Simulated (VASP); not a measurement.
The system is HgTe.

```
CELL_PARAMETERS angstrom
0.00000 3.22350 3.22350
3.22350 0.00000 3.22350
3.22350 3.22350 0.00000
ATOMIC_POSITIONS crystal
Hg 0.00000 0.00000 0.00000
Te 0.25000 0.25000 0.25000
```

Base run:

* Program: VASP 6.6.1
* Functional: BLYP
* Potentials or basis: VASP PAW PBE potentials, release 64 (Hg, Te)
* Cutoff: 520 eV
* k mesh: 6 × 6 × 6
* Occupations: gaussian, width 0.05 eV
* Spin: no spin polarisation

Its results: band gap on the k mesh zero (filled and empty bands touch); pressure 7.7 GPa.

Question: The run is repeated on the same cell with these changes: functional from BLYP to r2SCAN; dispersion from none to rVV10. What comes out?

Answer: Band gap on the k mesh zero (filled and empty bands touch); pressure 2.1 GPa.

Several settings changed at once, so the effect can't be laid on one alone.

Caveats: the PAW data sets were made with another functional, which shifts forces and pressure a little; spin-orbit coupling is left out, which moves the levels of the heavy elements.
